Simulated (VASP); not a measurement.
# C (R-3m) in VASP: a series of runs

Runs on C. Level: LDA. Tasks: single point.

Everything below comes from runs of VASP 6.6.1. Logs are shortened: lines on timing, memory, paths and dates and some standing lists are left out, and cuts for length are marked.

### Step 1. The cell of the first run

It takes space group R-3m (No. 166, trigonal). Conventional cell: a = 2.490 Å, b = 2.490 Å, c = 9.771 Å, α = 90.00°, β = 90.00°, γ = 120.00°. C (site symmetry 3m) has 3 C at 1.44 Å within 1.9 Å.

### Step 2. Single point, LDA

The input, INCAR:

```
PREC     = Accurate       # precision mode
ENCUT    = 520            # plane-wave cutoff, eV
EDIFF    = 1E-7           # SCF threshold, eV
ISMEAR   = 0              # smearing method
SIGMA    = 0.05           # smearing width, eV
LREAL    = F              # projectors in reciprocal space
LASPH    = T              # aspherical terms in the spheres
NELM     = 80             # most SCF steps
ALGO     = Normal         # electronic algorithm
ISIF     = 2              # what is computed and relaxed
LWAVE    = F              # write WAVECAR
LCHARG   = F              # write CHGCAR
GGA      = CA             # functional
NBANDS   = 11             # bands
```

The input, KPOINTS:

```
regular mesh
0
Gamma
  12 12 12
```

The input, POSCAR:

```
C
1.0
    1.2448507159      0.7187148959      3.2571513611
   -1.2448507159      0.7187148959      3.2571513611
    0.0000000000     -1.4374297918      3.2571513611
C
2
Direct
    0.1640000000      0.1640000000      0.1640000000
    0.8360000000      0.8360000000      0.8360000000
```

Potentials or basis: VASP PAW LDA potentials, release 64 (C).

The run is started by

```sh
$ cat potpaw_LDA.64/C/POTCAR > POTCAR
$ mpirun -np 1 vasp_std > vasp.out
```

OUTCAR:

```text
PREC = Accurate
   ENCUT = 520
   EDIFF = 1E-7
   ISMEAR = 0
   LREAL = F
   LASPH = T
   NELM = 80
   ISIF = 2
   GGA = CA

 ion  position               nearest neighbor table
   1  0.164  0.164  0.164-   2 1.44   2 1.44   2 1.44
   2  0.836  0.836  0.836-   1 1.44   1 1.44   1 1.44

  LATTYP: Found a trigonal (rhomboedric) cell.
 ALAT       =     3.5602302447
 COS(alpha) =     0.7554833867

  Lattice vectors:

 A1 = (   1.2448507159,   0.7187148959,   3.2571513611)
 A2 = (  -1.2448507159,   0.7187148959,   3.2571513611)
 A3 = (   0.0000000000,  -1.4374297918,   3.2571513611)

Analysis of symmetry for initial positions (statically):
=====================================================================
 Subroutine PRICEL returns:
 Original cell was already a primitive cell.

 Routine SETGRP: Setting up the symmetry group for a
 trigonal (rhombohedral) supercell.

 Subroutine GETGRP returns: Found 12 space group operations
 (whereof 12 operations were pure point group operations)
 out of a pool of 12 trial point group operations.

The static configuration has the point symmetry D_3d.

Analysis of symmetry for dynamics (positions and initial velocities):
=====================================================================
 Subroutine PRICEL returns:
 Original cell was already a primitive cell.

 Routine SETGRP: Setting up the symmetry group for a
 trigonal (rhombohedral) supercell.

 Subroutine GETGRP returns: Found 12 space group operations
 (whereof 12 operations were pure point group operations)
 out of a pool of 12 trial point group operations.

The dynamic configuration has the point symmetry D_3d.

 Subroutine INISYM returns: Found 12 space group operations
 (whereof 12 operations are pure point group operations),
 and found     1 'primitive' translations

----------------------------------------------------------------------------------------

                                     Primitive cell

  volume of cell :      17.4849

  direct lattice vectors                    reciprocal lattice vectors
     1.244850716  0.718714896  3.257151361     0.401654587  0.231895384  0.102338914
    -1.244850716  0.718714896  3.257151361    -0.401654587  0.231895384  0.102338914
     0.000000000 -1.437429792  3.257151361     0.000000000 -0.463790768  0.102338914

  length of vectors
     3.560230245  3.560230245  3.560230245     0.474947502  0.474947502  0.474947502

  position of ions in fractional coordinates (direct lattice)
     0.164000000  0.164000000  0.164000000
     0.836000000  0.836000000  0.836000000

  ion indices of the primitive-cell ions
   primitive index   ion index
                 1           1
                 2           2

----------------------------------------------------------------------------------------

 KPOINTS: regular mesh

Automatic generation of k-mesh.
 Grid dimensions read from file:
 generate k-points for:   12   12   12

 Generating k-lattice:

  Cartesian coordinates                     Fractional coordinates (reciprocal lattice)
     0.033471216  0.019324615  0.008528243     0.083333333  0.000000000  0.000000000
    -0.033471216  0.019324615  0.008528243     0.000000000  0.083333333  0.000000000
     0.000000000 -0.038649231  0.008528243     0.000000000  0.000000000  0.083333333

  Length of vectors
     0.039578958  0.039578958  0.039578958

  Shift w.r.t. Gamma in fractional coordinates (k-lattice)
     0.000000000  0.000000000  0.000000000

 Subroutine IBZKPT returns following result:
 ===========================================

 Found    189 irreducible k-points:

 Following reciprocal coordinates:
            Coordinates               Weight
  0.000000  0.000000  0.000000      1.000000
  0.083333  0.000000  0.000000      6.000000
  0.166667 -0.000000  0.000000      6.000000
  0.250000 -0.000000  0.000000      6.000000
  0.333333 -0.000000  0.000000      6.000000
  0.416667 -0.000000  0.000000      6.000000
[... 16 lines left out ...]
  0.500000  0.166667 -0.000000     12.000000
 -0.416667  0.166667 -0.000000     12.000000
 [... further k-points ...]
   k-points           NKPTS =    189   k-points in BZ     NKDIM =    189   number of bands    NBANDS=     11
   number of dos      NEDOS =    301   number of ions     NIONS =      2
   total plane-waves  NPLWV =  21952
   dimension x,y,z NGX =    28 NGY =   28 NGZ =   28
   dimension x,y,z NGXF=    56 NGYF=   56 NGZF=   56
   ions per type =               2
   NGX,Y,Z   is equivalent  to a cutoff of  13.07, 13.07, 13.07 a.u.
   NGXF,Y,Z  is equivalent  to a cutoff of  26.15, 26.15, 26.15 a.u.
 SYSTEM =  unknown system
   PREC   = accura    normal or accurate (medium, high low for compatibility)
   ISTART =      0    job   : 0-new  1-cont  2-samecut
   ICHARG =      2    charge: 1-file 2-atom 10-const
   ISPIN  =      1    spin polarized calculation?
   LNONCOLLINEAR =      F non collinear calculations
   LSORBIT =      F    spin-orbit coupling
   LASPH  =      T    aspherical Exc in radial PAW
   ENCUT  =  520.0 eV  38.22 Ry    6.18 a.u.   6.62  6.62  6.62*2*pi/ulx,y,z
   NELM   =     80;   NELMIN=  2; NELMDL= -5     # of ELM steps
   EDIFF  = 0.1E-06   stopping-criterion for ELM
   LREAL  =      F    real-space projection
   EDIFFG = 0.1E-05   stopping-criterion for IOM
   NSW    =      0    number of steps for IOM
   IBRION =     -1    ionic relax: 0-MD 1-quasi-New 2-CG
   NFREE  =      0    steps in history (QN), initial steepest desc. (CG)
   ISIF   =      2    stress and relaxation
   ISYM   =      2    0-nonsym 1-usesym 2-fastsym
   POTIM  = 0.5000    time-step for ionic-motion
   TEBEG  =    0.0;   TEEND  =   0.0 temperature during run
   PSTRESS=    0.0 pullay stress
   NELECT =       8.0000    total number of electrons
   NUPDOWN=      -1.0000    fix difference up-down
   EMIN   =  10.00;   EMAX   =-10.00  energy-range for DOS
   EFERMI =   0.00;   METHOD = LEGACY
   ISMEAR =     0;   SIGMA  =   0.05  broadening in eV -4-tet -1-fermi 0-gaus
   EFERMI_NEDOS =   21; number of points for ismear=-14 and -15
   IALGO  =     38    algorithm
   IMIX   =      4    mixing-type and parameters
     AMIX     =   0.40;   BMIX     =  1.00
     AMIX_MAG =   1.60;   BMIX_MAG =  1.00
  volume/ion in A,a.u.               =       8.74        59.00
  Fermi-wavevector in a.u.,A,eV,Ry     =   1.261490  2.383870 21.651724  1.591357
  Thomas-Fermi vector in A             =   2.394946
   LORBIT       =      0    0 simple, 1 ext, 2 COOP (PROOUT), +10 PAW based schemes
   GGA     = CA    functional components
   LHFCALC =     F    Hartree Fock is set to
   AEXX    =    0.0000 exact exchange contribution
   IVDW    =     0    specifies the selected vdW correction
   LEPSILON=     F    determine dielectric tensor
   LRPA    =     F    only Hartree local field effects (RPA)
 non-spin polarized calculation
 Gauss-broadening in eV      SIGMA  =   0.05
  energy-cutoff  :      520.00
  volume of cell :       17.48
 maximum number of plane-waves:       481
   NGX = 13   NGY = 13   NGZ = 13

 number of electron       8.0000000 magnetization

 Free energy of the ion-electron system (eV)
  ---------------------------------------------------
  ext. energy  EPLUGINS =         0.00000000
  ---------------------------------------------------
  free energy    TOTEN  =       -20.16228122 eV

  energy without entropy =      -20.16228122  energy(sigma->0) =      -20.16228122

 E-fermi :   4.4005     XC(G=0): -10.8840

 val. band max:        4.1767608525   @ k =  -0.3333   0.3333   0.0000
 cond. band min:       5.0826593762   @ k =  -0.3333   0.3333   0.0000
 fundamental gap:      0.9058985237
 Fermi energy:         4.4004992254

 k-point     1 :       0.0000    0.0000    0.0000
  band No.  band energies     occupation
      1     -14.5915      2.00000
      2      -1.4798      2.00000
      3       1.6756      2.00000
      4       1.6756      2.00000
      5       8.8585      0.00000
      6      12.7761      0.00000
      7      12.7761      0.00000
      8      15.5619      0.00000
      9      16.9424      0.00000
     10      26.6994      0.00000
     11      30.6500      0.00000

 k-point     2 :       0.0833    0.0000    0.0000
  band No.  band energies     occupation
      1     -14.4261      2.00000
      2      -1.3219      2.00000
      3       1.0483      2.00000
      4       1.3508      2.00000
      5       9.0882      0.00000
      6      12.8480      0.00000
      7      13.4429      0.00000
      8      15.0305      0.00000
      9      17.2266      0.00000
     10      27.1994      0.00000
     11      28.8086      0.00000

 k-point     3 :       0.1667   -0.0000    0.0000
  band No.  band energies     occupation
      1     -13.9325      2.00000
      2      -0.8655      2.00000
      3      -0.5235      2.00000
      4       0.5888      2.00000
      5       9.7553      0.00000
      6      12.8043      0.00000
      7      13.6712      0.00000
      8      15.2082      0.00000
      9      18.1146      0.00000
     10      25.9995      0.00000
     11      27.9567      0.00000

 k-point     4 :       0.2500   -0.0000    0.0000
  band No.  band energies     occupation
      1     -13.1174      2.00000
      2      -2.5941      2.00000
      3      -0.2591      2.00000
      4      -0.0655      2.00000
      5      10.5314      0.00000
      6      11.9969      0.00000
      7      12.7053      0.00000
      8      17.6382      0.00000
      9      19.2948      0.00000
     10      23.8923      0.00000
     11      26.3326      0.00000
[... 239 lines left out ...]
 k-point    22 :       0.4167    0.1667    0.0000
  band No.  band energies     occupation
      1     -11.4621      2.00000
      2      -4.6383      2.00000
      3      -2.6018      2.00000
      4       1.0046      2.00000
      5       8.8917      0.00000
      6      13.9944      0.00000
      7      14.8870      0.00000
      8      17.0268      0.00000
      9      19.5368      0.00000
     10      23.2881      0.00000
     11      26.1611      0.00000

 k-point    23 :       0.5000    0.1667   -0.0000
  band No.  band energies     occupation
      1     -10.0855      2.00000
      2      -6.5422      2.00000
      3      -3.1508      2.00000
      4       2.2554      2.00000
      5       7.2632      0.00000
      6      14.6256      0.00000
      7      15.3989      0.00000
      8      17.6096      0.00000
      9      19.4396      0.00000
     10      22.9434      0.00000
     11      26.7983      0.00000

 k-point    24 :      -0.4167    0.1667   -0.0000
  band No.  band energies     occupation
      1      -8.9053      2.00000
      2      -7.9221      2.00000
      3      -3.3319      2.00000
      4       3.3149      2.00000
      5       6.1377      0.00000
      6      14.5717      0.00000
      7      15.8406      0.00000
      8      16.7315      0.00000
      9      20.0405      0.00000
     10      23.4427      0.00000
     11      27.1164      0.00000

 [... further k-points ...]
[... 5 lines left out ...]
  --------------------------------------------------------------------------------------
  -------------------------------------------------------------------------------------
  Total       -2.3032025     -2.3032025     -0.0073953      0.0000000      0.0000000     -0.0000000
  in kB     -211.0472036   -211.0472036     -0.6776433      0.0000000      0.0000000     -0.0000000
  external PRESSURE =    -140.9240168 kB  Pullay stress =       0.0000000 kB

 VOLUME and BASIS-vectors are now :
 -----------------------------------------------------------------------------
  energy-cutoff  :      520.00
  volume of cell :       17.48
      direct lattice vectors                 reciprocal lattice vectors
     1.244850716  0.718714896  3.257151361     0.401654587  0.231895384  0.102338914
    -1.244850716  0.718714896  3.257151361    -0.401654587  0.231895384  0.102338914
     0.000000000 -1.437429792  3.257151361     0.000000000 -0.463790768  0.102338914

 POSITION                                       TOTAL-FORCE (eV/Angst)
 -----------------------------------------------------------------------------------
      0.00000      0.00000      1.60252         0.000000     -0.000000      0.854024
      0.00000      0.00000      8.16894         0.000000      0.000000     -0.854024
 -----------------------------------------------------------------------------------
    total drift:                                0.000000     -0.000000      0.000000

  FREE ENERGIE OF THE ION-ELECTRON SYSTEM (eV)
  ---------------------------------------------------
  free  energy   TOTEN  =       -20.1622812236 eV

  energy  without entropy=      -20.1622812236  energy(sigma->0) =      -20.16228122
```

It took 30 s on 1 thread of AMD EPYC 9R45 (Zen 5), shared host; peak memory 0.12 GiB.

What came out:

```
Free energy            : -20.1623 eV
Pressure               : -14.1 GPa
Largest force          : 0.854 eV/Å
Band gap on the k mesh : 0.91 eV, direct
```

Forces on the atoms (eV/Å):
```
C    0.000  0.000  0.854
C    0.000  0.000 -0.854
```

Stress tensor (GPa, compression positive):
```
-21.10   0.00   0.00
  0.00 -21.10   0.00
  0.00   0.00  -0.07
```

(Continued in part 2 of 3.)
